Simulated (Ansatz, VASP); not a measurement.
Al in VASP and in Ansatz

```xyz
4
Lattice="2.8271 -0.0141 -0.0141 -1.4258 2.4554 -0.0052 -0.0459 -0.0459 9.1860" Properties=species:S:1:pos:R:3 pbc="T T T"
Al    0.0000    0.0000    0.0000
Al   -0.0196    1.6207    2.2883
Al   -0.0230   -0.0230    4.5930
Al    1.3750    0.7746    6.8783
```

Alike in both runs: task single point; functional LDA; k mesh 14 × 14 × 4; occupations fermi-dirac, width 0.05 eV; no spin polarisation.

|  | VASP | Ansatz |
| --- | --- | --- |
| version | VASP 6.6.1 | Ansatz 0.2.0 |
| potentials or method | VASP PAW LDA potentials, release 64 (Al), cutoff 520 eV | plane waves, PAW |
| valence electrons in the cell | 12 | 12 |

|  | VASP | Ansatz | Ansatz less VASP |
| --- | --- | --- | --- |
| pressure (GPa) | -0.2 | -0.2 | -0.08 |
| traceless stress, the component that is largest in VASP (GPa) | 0.98 | 0.98 | -0.006 |

LDA's correlation is that of Perdew and Zunger in VASP and of Perdew and Wang (1992) in Ansatz.
